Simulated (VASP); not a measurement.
Here is a VASP 6.6.1 calculation.

The input INCAR:

```
  PREC = Accurate
  ENCUT = 500
  EDIFF = 1E-8
  ISMEAR = -1
  SIGMA = 0.05
  LREAL = F
  LASPH = T
  NELM = 120
  ALGO = Normal
  ISIF = 3
  LWAVE = F
  LCHARG = T
  GGA = LIBXC
  LIBXC1 = GGA_X_PBE_R
  LIBXC2 = LDA_C_PW
  NBANDS = 21
  IBRION = 6
  NFREE = 2
  POTIM = 0.015
  NSW = 1
  GGA_COMPAT = F
```

Contents of KPOINTS:

```
regular mesh
0
Gamma
  6 6 6
```

Contents of POSCAR:

```
Ge
1.0
    0.0000000000      2.8289100000      2.8289100000
    2.8289100000      0.0000000000      2.8289100000
    2.8289100000      2.8289100000      0.0000000000
Ge
2
Direct
    0.7500000000      0.7500000000      0.7500000000
    0.5000000000      0.5000000000      0.5000000000
```

Potentials or basis: VASP PAW PBE potentials, release 64 (Ge_d).

Command:

```console
$ cat potpaw_PBE.64/Ge_d/POTCAR > POTCAR
$ mpirun -np 1 vasp_std > vasp.out
```

(1) Estimate the elastic constants C11, C12, C44.

(2) What does it give for the Voigt bulk modulus?

(3) Estimate the highest phonon frequency at Γ.

Answers

(1) 119, 51, 58 GPa.

(2) 74 GPa.

(3) 287 cm⁻¹.

Caveat: the cell is under stress, which shifts elastic constants; the PAW data sets were made with another functional, which shifts forces and pressure a little.
